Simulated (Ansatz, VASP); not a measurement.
Two plane-wave programs on Cr

```
CELL_PARAMETERS angstrom
-1.43313 1.43313 1.43313
1.43313 -1.43313 1.43313
1.43313 1.43313 -1.43313
ATOMIC_POSITIONS crystal
Cr 0.00000 0.00000 0.00000
```

Alike in both runs: task relaxation of cell and atoms; functional PBE; k mesh 20 × 20 × 20; occupations gaussian, width 0.1 eV; no spin polarisation.

|  | VASP | Ansatz |
| --- | --- | --- |
| version | VASP 6.6.1 | Ansatz 0.2.0 |
| potentials or method | VASP PAW PBE potentials, release 64 (Cr_pv), cutoff 600 eV | scalar-relativistic, plane waves, PAW |
| valence electrons in the cell | 12 | 14 |

|  | VASP | Ansatz | Ansatz less VASP |
| --- | --- | --- | --- |
| gap on the k mesh at the Fermi level, each at its own relaxed structure (eV) | none | none | - |
| relaxed volume (Å³/atom) | 11.53 | 11.55 | +0.021 |
| relaxed length of the cell vector where the two differ most in proportion (Å) | 2.465 | 2.466 | +0.0015 |

A gap of «none» marks a metal or a gap that the smearing closes. VASP's potentials hold 12 valence electrons a cell and Ansatz's 14, so a difference there can come from the potentials and not from the codes.
